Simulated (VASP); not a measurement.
Input of a VASP 6.6.1 run:

Contents of POSCAR:

```
Al
1.0
   -1.6175318002      1.6175318002      1.6175318002
    1.6175318002     -1.6175318002      1.6175318002
    1.6175318002      1.6175318002     -1.6175318002
Al
1
Direct
    0.0000000000      0.0000000000      0.0000000000
```

INCAR.step1

```
SYSTEM = Al
PREC = Accurate ; ENCUT = 520
ISMEAR = 0 ; SIGMA = 0.1
LREAL = .FALSE. ; LASPH = .TRUE.
NELM = 100 ; NBANDS = 8
GGA = PE ; ALGO = Normal
EDIFF = 1E-4 ; LWAVE = .TRUE.
LCHARG = .FALSE.
```

Contents of INCAR.step2:

```
SYSTEM = Al
PREC = Accurate ; ENCUT = 520
EDIFF = 1E-6 ; ISMEAR = 0
SIGMA = 0.1 ; LREAL = .FALSE.
LASPH = .TRUE. ; NELM = 100
ALGO = Normal ; ISIF = 2
LWAVE = .FALSE. ; LCHARG = .FALSE.
METAGGA = R2SCAN ; LMIXTAU = .TRUE.
NBANDS = 8 ; ISTART = 1
```

The input KPOINTS:

```
Automatic mesh
0
G
  24 24 24
  0 0 0
```

Potentials or basis: VASP PAW PBE potentials, release 64 (Al).

Launch:

```bash
$ cat potpaw_PBE.64/Al/POTCAR > POTCAR
$ cp INCAR.step1 INCAR
$ mpirun -np 1 vasp_std > vasp.out
$ cp INCAR.step2 INCAR
$ mpirun -np 1 vasp_std > vasp.out
```

**Question.** Predict the band gap on the k mesh.

**Answer.** Zero (an odd number of electrons rules out a gap without spin polarisation).

**Question.** Estimate the pressure.

**Answer.** -3.5 GPa.

Caveat: the cell stands under tension; the PAW data sets were made with another functional, which shifts forces and pressure a little.
